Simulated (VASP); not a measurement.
# LiSi2C2 (Cm) in VASP: further runs

Runs on LiSi2C2. Level: PBE. Tasks: relaxation of cell and atoms, single point.

All numbers are computed with VASP 6.6.1; they aren't measurements. Logs are shortened: lines on timing, memory, paths and dates and some standing lists are left out, and cuts for length are marked.

## 1. The cell of the first run

It takes space group Cm (No. 8, monoclinic). The conventional cell has a = 8.188 Å, b = 3.953 Å, c = 4.576 Å, α = 90.00°, β = 113.00°, γ = 90.00°. Li (site symmetry m) has 4 C at 2.17 to 2.42 Å and 5 Si at 2.60 to 2.96 Å within 3.0 Å. Si (site symmetry m) has 2 C at 1.92 Å and 1 Si at 2.44 Å within 2.5 Å. Within 2.8 Å of Si (site symmetry m) lie 2 C at 1.90 Å and 2 Si at 2.44 to 2.79 Å and 2 Li at 2.60 to 2.70 Å. C (site symmetry 1) has 1 C at 1.37 Å within 1.8 Å.

## 2. Relaxation of cell and atoms, PBE

The input, INCAR:

```
PREC = Accurate
ENCUT = 600
EDIFF = 1E-6
ISMEAR = 0
SIGMA = 0.1
LREAL = F
LASPH = T
NELM = 100
ALGO = Normal
ISIF = 3
LWAVE = F
LCHARG = F
GGA = PE
IBRION = 2
NSW = 90
EDIFFG = -0.04
```

The input, KPOINTS:

```
regular mesh
0
Gamma
  6 6 4
```

The input, POSCAR:

```
LiSi2C2
1.0
    4.0942018160     -1.9765742977      0.0000000000
    4.0942018160      1.9765742977      0.0000000000
   -1.7876423520      0.0000000000      4.2122256534
Li Si C
1 2 2
Direct
    0.7726623868      0.7726623868      0.0107989570
    0.4285553874      0.4285553874      0.7135808118
    0.5957070411      0.5957070411      0.3736996237
    0.8577319224      0.2035941023      0.0443241437
    0.2035941023      0.8577319224      0.0443241437
```

Potentials or basis: VASP PAW PBE potentials, release 64 (Li_sv, Si, C).

The run is started by

```bash
cat potpaw_PBE.64/Li_sv/POTCAR potpaw_PBE.64/Si/POTCAR potpaw_PBE.64/C/POTCAR > POTCAR
mpirun -np 1 vasp_std > vasp.out
```

OUTCAR:

```text
PREC = Accurate
   ENCUT = 600
   EDIFF = 1E-6
   ISMEAR = 0
   LREAL = F
   LASPH = T
   NELM = 100
   ISIF = 3
   GGA = PE
   IBRION = 2
   NSW = 90
   EDIFFG = -0.04

 ion  position               nearest neighbor table
   1  0.773  0.773  0.011-   4 2.17   5 2.17   3 2.60   2 2.61   3 2.70
   2  0.429  0.429  0.714-   4 1.92   5 1.92   3 2.44   1 2.61   3 2.79
   3  0.596  0.596  0.374-   4 1.90   5 1.90   2 2.44   1 2.60   1 2.70   2 2.79
   4  0.858  0.204  0.044-   5 1.37   3 1.90   2 1.92   1 2.17
   5  0.204  0.858  0.044-   4 1.37   3 1.90   2 1.92   1 2.17

  LATTYP: Found a base centered monoclinic cell.
 ALAT       =     8.1884036320
 B/A-ratio  =     0.4827740269
 C/A-ratio  =     0.5588221939
 COS(beta)  =    -0.3906679170

  Lattice vectors:

 A1 = (   4.0942018160,  -1.9765742977,   0.0000000000)
 A2 = (   4.0942018160,   1.9765742977,   0.0000000000)
 A3 = (  -1.7876423520,   0.0000000000,   4.2122256534)

Analysis of symmetry for initial positions (statically):
=====================================================================
 Subroutine PRICEL returns:
 Original cell was already a primitive cell.

 Routine SETGRP: Setting up the symmetry group for a
 base centered monoclinic supercell.

 Subroutine GETGRP returns: Found  2 space group operations
 (whereof  2 operations were pure point group operations)
 out of a pool of  4 trial point group operations.

The static configuration has the point symmetry C_1h.

Analysis of symmetry for dynamics (positions and initial velocities):
=====================================================================
 Subroutine PRICEL returns:
 Original cell was already a primitive cell.

 Routine SETGRP: Setting up the symmetry group for a
 base centered monoclinic supercell.

 Subroutine GETGRP returns: Found  2 space group operations
 (whereof  2 operations were pure point group operations)
 out of a pool of  4 trial point group operations.

The dynamic configuration has the point symmetry C_1h.

 Subroutine INISYM returns: Found  2 space group operations
 (whereof  2 operations are pure point group operations),
 and found     1 'primitive' translations

----------------------------------------------------------------------------------------

                                     Primitive cell

  volume of cell :      68.1748

  direct lattice vectors                    reciprocal lattice vectors
     4.094201816 -1.976574298  0.000000000     0.122123926 -0.252962917  0.051828634
     4.094201816  1.976574298  0.000000000     0.122123926  0.252962917  0.051828634
    -1.787642352  0.000000000  4.212225653     0.000000000  0.000000000  0.237404185

  length of vectors
     4.546353975  4.546353975  4.575861682     0.285640855  0.285640855  0.237404185

  position of ions in fractional coordinates (direct lattice)
     0.772662387  0.772662387  0.010798957
     0.428555387  0.428555387  0.713580812
     0.595707041  0.595707041  0.373699624
     0.857731922  0.203594102  0.044324144
     0.203594102  0.857731922  0.044324144

  ion indices of the primitive-cell ions
   primitive index   ion index
                 1           1
                 2           2
                 3           3
                 4           4
                 5           5

----------------------------------------------------------------------------------------

 KPOINTS: regular mesh

Automatic generation of k-mesh.
 Grid dimensions read from file:
 generate k-points for:    6    6    4

 Generating k-lattice:

  Cartesian coordinates                     Fractional coordinates (reciprocal lattice)
     0.020353988 -0.042160486  0.008638106     0.166666667  0.000000000  0.000000000
     0.020353988  0.042160486  0.008638106     0.000000000  0.166666667  0.000000000
     0.000000000  0.000000000  0.059351046     0.000000000  0.000000000  0.250000000

  Length of vectors
     0.047606809  0.047606809  0.059351046

  Shift w.r.t. Gamma in fractional coordinates (k-lattice)
     0.000000000  0.000000000  0.000000000

 Subroutine IBZKPT returns following result:
 ===========================================

 Found     47 irreducible k-points:

 Following reciprocal coordinates:
            Coordinates               Weight
  0.000000  0.000000  0.000000      1.000000
  0.166667  0.000000  0.000000      4.000000
  0.333333  0.000000  0.000000      4.000000
  0.500000  0.000000  0.000000      2.000000
  0.166667  0.166667  0.000000      2.000000
  0.333333  0.166667  0.000000      4.000000
[... 16 lines left out ...]
 -0.333333  0.166667  0.250000      4.000000
 -0.166667  0.166667  0.250000      4.000000
 [... further k-points ...]
   k-points           NKPTS =     47   k-points in BZ     NKDIM =     47   number of bands    NBANDS=     13
   number of dos      NEDOS =    301   number of ions     NIONS =      5
   total plane-waves  NPLWV =  51840
   dimension x,y,z NGX =    36 NGY =   36 NGZ =   40
   dimension x,y,z NGXF=    72 NGYF=   72 NGZF=   80
   ions per type =               1   2   2
   NGX,Y,Z   is equivalent  to a cutoff of  13.16, 13.16, 14.53 a.u.
   NGXF,Y,Z  is equivalent  to a cutoff of  26.33, 26.33, 29.06 a.u.
 SYSTEM =  unknown system
   PREC   = accura    normal or accurate (medium, high low for compatibility)
   ISTART =      0    job   : 0-new  1-cont  2-samecut
   ICHARG =      2    charge: 1-file 2-atom 10-const
   ISPIN  =      1    spin polarized calculation?
   LNONCOLLINEAR =      F non collinear calculations
   LSORBIT =      F    spin-orbit coupling
   LASPH  =      T    aspherical Exc in radial PAW
   ENCUT  =  600.0 eV  44.10 Ry    6.64 a.u.   9.08  9.08  9.14*2*pi/ulx,y,z
   NELM   =    100;   NELMIN=  2; NELMDL= -5     # of ELM steps
   EDIFF  = 0.1E-05   stopping-criterion for ELM
   LREAL  =      F    real-space projection
   EDIFFG = -.4E-01   stopping-criterion for IOM
   NSW    =     90    number of steps for IOM
   IBRION =      2    ionic relax: 0-MD 1-quasi-New 2-CG
   NFREE  =      1    steps in history (QN), initial steepest desc. (CG)
   ISIF   =      3    stress and relaxation
   ISYM   =      2    0-nonsym 1-usesym 2-fastsym
   POTIM  = 0.5000    time-step for ionic-motion
   TEBEG  =    0.0;   TEEND  =   0.0 temperature during run
   PSTRESS=    0.0 pullay stress
   NELECT =      19.0000    total number of electrons
   NUPDOWN=      -1.0000    fix difference up-down
   EMIN   =  10.00;   EMAX   =-10.00  energy-range for DOS
   EFERMI =   0.00;   METHOD = LEGACY
   ISMEAR =     0;   SIGMA  =   0.10  broadening in eV -4-tet -1-fermi 0-gaus
   EFERMI_NEDOS =   21; number of points for ismear=-14 and -15
   IALGO  =     38    algorithm
   IMIX   =      4    mixing-type and parameters
     AMIX     =   0.40;   BMIX     =  1.00
     AMIX_MAG =   1.60;   BMIX_MAG =  1.00
  volume/ion in A,a.u.               =      13.63        92.01
  Fermi-wavevector in a.u.,A,eV,Ry     =   1.069345  2.020770 15.558258  1.143500
  Thomas-Fermi vector in A             =   2.205022
   LORBIT       =      0    0 simple, 1 ext, 2 COOP (PROOUT), +10 PAW based schemes
   GGA     = PE    functional components
   LHFCALC =     F    Hartree Fock is set to
   AEXX    =    0.0000 exact exchange contribution
   IVDW    =     0    specifies the selected vdW correction
   LEPSILON=     F    determine dielectric tensor
   LRPA    =     F    only Hartree local field effects (RPA)
 conjugate gradient relaxation of ions
 non-spin polarized calculation
 Gauss-broadening in eV      SIGMA  =   0.10
  energy-cutoff  :      600.00
  volume of cell :       68.17
 maximum number of plane-waves:      2294
   NGX = 19   NGY = 19   NGZ = 19

--------------------------------------- Ionic step        1  -------------------------------------------

 number of electron      19.0000001 magnetization

 Free energy of the ion-electron system (eV)
  ---------------------------------------------------
  ext. energy  EPLUGINS =         0.00000000
  ---------------------------------------------------
  free energy    TOTEN  =       -29.75635504 eV

  energy without entropy =      -29.75457903  energy(sigma->0) =      -29.75546704

------------------------ aborting loop because EDIFF is reached ----------------------------------------

  FORCE on cell =-STRESS in cart. coord.  units (eV):
  Direction    XX          YY          ZZ          XY          YZ          ZX
  --------------------------------------------------------------------------------------
  -------------------------------------------------------------------------------------
  Total       -0.0163616     -0.1151038      0.1080092      0.0000000      0.0000000      0.0503043
  in kB       -0.3845146     -2.7050556      2.5383262      0.0000000      0.0000000      1.1822030
  external PRESSURE =      -0.1837480 kB  Pullay stress =       0.0000000 kB
[... 102 lines left out ...]
  energy  without entropy=      -29.7548690275  energy(sigma->0) =      -29.75571686

--------------------------------------- Ionic step        4  -------------------------------------------

 number of electron      19.0000002 magnetization

 Free energy of the ion-electron system (eV)
  ---------------------------------------------------
  ext. energy  EPLUGINS =         0.00000000
  ---------------------------------------------------
  free energy    TOTEN  =       -29.75663775 eV

  energy without entropy =      -29.75513383  energy(sigma->0) =      -29.75588579

 E-fermi :   5.2548     XC(G=0):  -9.6005

 val. band max:        5.1489923800   @ k =   0.3333   0.0000   0.5000
 cond. band min:       5.3610276581   @ k =   0.5000   0.0000   0.5000
 fundamental gap:      0.2120352780
 Fermi energy:         5.2548462099

 k-point     1 :       0.0000    0.0000    0.0000
  band No.  band energies     occupation
      1     -41.0434      2.00000
      2     -10.3181      2.00000
      3      -4.2206      2.00000
      4      -2.2152      2.00000
      5      -1.9322      2.00000
      6      -0.5867      2.00000
      7       0.4121      2.00000
      8       3.7885      2.00000
      9       3.9526      2.00000
     10       5.5581      0.00002
     11       6.4153      0.00000
     12       7.7617      0.00000
     13       9.1835      0.00000
[... 353 lines left out ...]
 k-point    24 :      -0.1667    0.1667    0.2500
  band No.  band energies     occupation
      1     -41.0432      2.00000
      2      -9.5401      2.00000
      3      -6.5532      2.00000
      4      -2.9900      2.00000
      5       0.3214      2.00000
      6       0.8343      2.00000
      7       1.0685      2.00000
      8       1.7847      2.00000
      9       3.4089      2.00000
     10       4.9970      1.99973
     11       6.4240      0.00000
     12       7.8078      0.00000
     13       8.7340      0.00000

 [... further k-points ...]
[... 5 lines left out ...]
  --------------------------------------------------------------------------------------
  -------------------------------------------------------------------------------------
  Total       -0.0114807      0.1558119     -0.0284623      0.0000000      0.0000000     -0.0002242
  in kB       -0.2700395      3.6648761     -0.6694658      0.0000000      0.0000000     -0.0052723
  external PRESSURE =       0.9084569 kB  Pullay stress =       0.0000000 kB
[... 20 lines left out ...]
  FREE ENERGIE OF THE ION-ELECTRON SYSTEM (eV)
  ---------------------------------------------------
  free  energy   TOTEN  =       -29.7566377451 eV

  energy  without entropy=      -29.7551338327  energy(sigma->0) =      -29.75588579

 reached required accuracy - stopping structural energy minimisation
```

Run time: 2.5 min. Hardware: 1 thread of Intel Xeon 8259CL, shared host; peak memory 0.24 GiB.

Results:

* Free energy: -29.7566 eV
* Relaxed volume: 13.62 Å³/atom
* Relaxed cell: a = 4.543 Å, b = 4.543 Å, c = 4.580 Å, α = 110.51°, β = 110.51°, γ = 51.46°
* Space group after relaxing (to 0.1 Å): Cm (No. 8)
* Energy gained by relaxing: 0.1 meV/atom
* Ionic steps: 4
* Pressure after relaxing: 0.1 GPa
* Largest force after relaxing: 0.030 eV/Å
* Band gap on the k mesh: zero (an odd number of electrons rules out a gap without spin polarisation)

Forces in eV/Å, atoms in the order of the input:
```
Li  -0.008  0.000 -0.008
Si  -0.002  0.000  0.021
Si   0.016  0.000 -0.015
C   -0.003  0.030  0.001
C   -0.003 -0.030  0.001
```

Step by step:
```tsv
step	energy change (eV)	largest force (eV/Å)	pressure (GPa)	volume (Å³)
1	0.0000	0.0864	-0.02	68.17
2	0.0003	0.2542	-0.13	68.16
3	-0.0002	0.0441	-0.06	68.17
4	-0.0003	0.0302	0.09	68.12
```

Final structure:
```
Li Si C
1.0
     4.09299   -1.97225    0.00296
     4.09299    1.97225    0.00296
    -1.78407    0.00000    4.21781
Li Si C
1 2 2
Cartesian
  6.3055 0.0000 0.0496
  2.2363 0.0000 3.0106
  4.2095 0.0000 1.5816
  4.2645 -1.2885 0.1902
  4.2645 1.2885 0.1902
```

Caveat: the k points lie up to 0.37 Å⁻¹ apart in the final cell, too coarse for converged energies and pressures of a metal; the cutoff is under 1.25 times the usual one of these potentials, so pressure, stress and relaxed cells hold a basis-set (Pulay) error.

(Part 1 of 2 ends here.)
